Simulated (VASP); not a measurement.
# Ba (Fd-3m) in VASP: single point with revPBE

Aim: the single point of Ba with revPBE.

All numbers are computed with VASP 6.6.1; they aren't measurements. Logs are shortened: lines on timing, memory, paths and dates and some standing lists are left out, and cuts for length are marked.

### Step 1. The cell of the first run

Symmetry: Fd-3m, No. 227, cubic system. The conventional cell has a = 9.878 Å, b = 9.878 Å, c = 9.878 Å, α = 90.00°, β = 90.00°, γ = 90.00°. Ba (site symmetry -43m) has 4 Ba at 4.28 Å within 5.6 Å.

### Step 2. Single point, revPBE

Contents of INCAR:

```
SYSTEM = Ba
PREC     = Accurate       ! precision mode
ENCUT    = 520            ! plane-wave cutoff, eV
EDIFF    = 1E-7           ! SCF threshold, eV
ISMEAR   = -1             ! smearing method
SIGMA    = 0.1            ! smearing width, eV
LREAL    = .FALSE.        ! projectors in reciprocal space
LASPH    = .TRUE.         ! aspherical terms in the spheres
NELM     = 60             ! most SCF steps
ALGO     = Normal         ! electronic algorithm
ISIF     = 2              ! what is computed and relaxed
LWAVE    = .FALSE.        ! write WAVECAR
LCHARG   = .TRUE.         ! write CHGCAR
GGA      = RE             ! functional
LELF     = .TRUE.         ! ELF
LVHAR    = .TRUE.       
NBANDS   = 17             ! bands
```

Contents of KPOINTS:

```
regular mesh
0
G
  9 9 9
  0 0 0
```

Contents of POSCAR:

```
Ba
1.0
    0.0000000000      4.9389199529      4.9389199529
    4.9389199529      0.0000000000      4.9389199529
    4.9389199529      4.9389199529      0.0000000000
Ba
2
Direct
    0.1250000000      0.1250000000      0.1250000000
    0.8750000000      0.8750000000      0.8750000000
```

Potentials or basis: VASP PAW PBE potentials, release 64 (Ba_sv).

The run is started by

```
$ cat potpaw_PBE.64/Ba_sv/POTCAR > POTCAR
$ mpirun -np 1 vasp_std > vasp.out
```

OUTCAR:

```text
SYSTEM = Ba
   PREC = Accurate
   ENCUT = 520
   EDIFF = 1E-7
   ISMEAR = -1
   LREAL = .FALSE.
   LASPH = .TRUE.
   NELM = 60
   ISIF = 2
   GGA = RE

 ion  position               nearest neighbor table
   1  0.125  0.125  0.125-   2 4.28   2 4.28   2 4.28   2 4.28
   2  0.875  0.875  0.875-   1 4.28   1 4.28   1 4.28   1 4.28

  LATTYP: Found a face centered cubic cell.
 ALAT       =     9.8778399058

  Lattice vectors:

 A1 = (   0.0000000000,   4.9389199529,   4.9389199529)
 A2 = (   4.9389199529,   0.0000000000,   4.9389199529)
 A3 = (   4.9389199529,   4.9389199529,   0.0000000000)

Analysis of symmetry for initial positions (statically):
=====================================================================
 Subroutine PRICEL returns:
 Original cell was already a primitive cell.

 Routine SETGRP: Setting up the symmetry group for a
 face centered cubic supercell.

 Subroutine GETGRP returns: Found 48 space group operations
 (whereof 12 operations were pure point group operations)
 out of a pool of 48 trial point group operations.

The static configuration has the point symmetry D_3d.
 The point group associated with its full space group is O_h .

Analysis of symmetry for dynamics (positions and initial velocities):
=====================================================================
 Subroutine PRICEL returns:
 Original cell was already a primitive cell.

 Routine SETGRP: Setting up the symmetry group for a
 face centered cubic supercell.

 Subroutine GETGRP returns: Found 48 space group operations
 (whereof 12 operations were pure point group operations)
 out of a pool of 48 trial point group operations.

The dynamic configuration has the point symmetry D_3d.
 The point group associated with its full space group is O_h .

 Subroutine INISYM returns: Found 48 space group operations
 (whereof 12 operations are pure point group operations),
 and found     1 'primitive' translations

----------------------------------------------------------------------------------------

                                     Primitive cell

  volume of cell :     240.9495

  direct lattice vectors                    reciprocal lattice vectors
     0.000000000  4.938919953  4.938919953    -0.101236709  0.101236709  0.101236709
     4.938919953  0.000000000  4.938919953     0.101236709 -0.101236709  0.101236709
[... 83 lines left out ...]
   ENCUT  =  520.0 eV  38.22 Ry    6.18 a.u.  12.99 12.99 12.99*2*pi/ulx,y,z
   NELM   =     60;   NELMIN=  2; NELMDL= -5     # of ELM steps
   EDIFF  = 0.1E-06   stopping-criterion for ELM
   LREAL  =      F    real-space projection
   EDIFFG = 0.1E-05   stopping-criterion for IOM
   NSW    =      0    number of steps for IOM
   IBRION =     -1    ionic relax: 0-MD 1-quasi-New 2-CG
   NFREE  =      0    steps in history (QN), initial steepest desc. (CG)
   ISIF   =      2    stress and relaxation
   ISYM   =      2    0-nonsym 1-usesym 2-fastsym
   POTIM  = 0.5000    time-step for ionic-motion
   TEBEG  =    0.0;   TEEND  =   0.0 temperature during run
   PSTRESS=    0.0 pullay stress
   NELECT =      20.0000    total number of electrons
   NUPDOWN=      -1.0000    fix difference up-down
   EMIN   =  10.00;   EMAX   =-10.00  energy-range for DOS
   EFERMI =   0.00;   METHOD = LEGACY
   ISMEAR =    -1;   SIGMA  =   0.10  broadening in eV -4-tet -1-fermi 0-gaus
   EFERMI_NEDOS =   21; number of points for ismear=-14 and -15
   IALGO  =     38    algorithm
   IMIX   =      4    mixing-type and parameters
     AMIX     =   0.40;   BMIX     =  1.00
     AMIX_MAG =   1.60;   BMIX_MAG =  1.00
  volume/ion in A,a.u.               =     120.47       813.00
  Fermi-wavevector in a.u.,A,eV,Ry     =   0.714128  1.349507  6.938687  0.509979
  Thomas-Fermi vector in A             =   1.801947
   LORBIT       =      0    0 simple, 1 ext, 2 COOP (PROOUT), +10 PAW based schemes
   GGA     = RE    functional components
   LHFCALC =     F    Hartree Fock is set to
   AEXX    =    0.0000 exact exchange contribution
   IVDW    =     0    specifies the selected vdW correction
   LEPSILON=     F    determine dielectric tensor
   LRPA    =     F    only Hartree local field effects (RPA)
 non-spin polarized calculation
  energy-cutoff  :      520.00
  volume of cell :      240.95
 maximum number of plane-waves:      6520
 NGX is ok and might be reduce to    54
   NGX = 25   NGY = 25   NGZ = 25

 number of electron      20.0000002 magnetization

 Free energy of the ion-electron system (eV)
  ---------------------------------------------------
  ext. energy  EPLUGINS =         0.00000000
  ---------------------------------------------------
  free energy    TOTEN  =        -1.47152298 eV

  energy without entropy =       -1.22689758  energy(sigma->0) =       -1.34921028

 E-fermi :  -0.1098     XC(G=0):  -5.3931

 val. band max:       -0.1152582372   @ k =  -0.3333   0.4444   0.1111
 cond. band min:      -0.1064416392   @ k =   0.4444   0.4444   0.0000
 fundamental gap:      0.0088165980
 Fermi energy:        -0.1097674815

 k-point     1 :       0.0000    0.0000    0.0000
  band No.  band energies     occupation
      1     -30.0377      2.00000
      2     -29.9938      2.00000
      3     -15.2560      2.00000
      4     -15.2560      2.00000
      5     -15.2560      2.00000
      6     -15.0791      2.00000
[... 457 lines left out ...]
      4     -15.2901      2.00000
      5     -15.1849      2.00000
      6     -15.1543      2.00000
[... 9 lines left out ...]
     16       1.4907      0.00000
     17       1.4952      0.00000

 [... further k-points ...]

------------------------ aborting loop because EDIFF is reached ----------------------------------------

  FORCE on cell =-STRESS in cart. coord.  units (eV):
  Direction    XX          YY          ZZ          XY          YZ          ZX
  --------------------------------------------------------------------------------------
  -------------------------------------------------------------------------------------
  Total        0.0741660      0.0741660      0.0741660     -0.0000000      0.0000000      0.0000000
  in kB        0.4931618      0.4931618      0.4931618     -0.0000000      0.0000000      0.0000000
  external PRESSURE =       0.4931618 kB  Pullay stress =       0.0000000 kB

 VOLUME and BASIS-vectors are now :
 -----------------------------------------------------------------------------
  energy-cutoff  :      520.00
  volume of cell :      240.95
      direct lattice vectors                 reciprocal lattice vectors
     0.000000000  4.938919953  4.938919953    -0.101236709  0.101236709  0.101236709
     4.938919953  0.000000000  4.938919953     0.101236709 -0.101236709  0.101236709
     4.938919953  4.938919953  0.000000000     0.101236709  0.101236709 -0.101236709

 POSITION                                       TOTAL-FORCE (eV/Angst)
 -----------------------------------------------------------------------------------
      1.23473      1.23473      1.23473         0.000000      0.000000      0.000000
      8.64311      8.64311      8.64311        -0.000000     -0.000000     -0.000000
 -----------------------------------------------------------------------------------
    total drift:                               -0.000000     -0.000000     -0.000000

  FREE ENERGIE OF THE ION-ELECTRON SYSTEM (eV)
  ---------------------------------------------------
  free  energy   TOTEN  =        -1.4715229839 eV

  energy  without entropy=       -1.2268975842  energy(sigma->0) =       -1.34921028
```

stdout:

```text
POSCAR found type information on POSCAR Ba
 POSCAR found :  1 types and       2 ions
 scaLAPACK will be used
 -----------------------------------------------------------------------------
|                                                                             |
|                                                                             |
|     You enforced a specific xc type in the INCAR file but a different       |
|     I HOPE YOU KNOW WHAT YOU ARE DOING!                                     |
|                                                                             |
 -----------------------------------------------------------------------------

 LDA part: xc-table for (Slater+PW92), standard interpolation
 POSCAR, INCAR and KPOINTS ok, starting setup
 FFT: planning ... GRIDC
 FFT: planning ... GRID_SOFT
 FFT: planning ... GRID
 WAVECAR not read
 entering main loop
```

Run time: 2.9 min. Hardware: 1 thread of Intel Xeon 6975P-C, shared host; peak memory 0.45 GiB.

Results:

```
Free energy            : -1.4715 eV
Pressure               : 0.0 GPa
Band gap on the k mesh : zero (band 10 reaches 0.30 eV, above the bottom of band 11 at -0.22 eV)
```

Caveat: the PAW data sets were made with another functional, which shifts forces and pressure a little; spin-orbit coupling is left out, which moves the levels of the heavy elements.
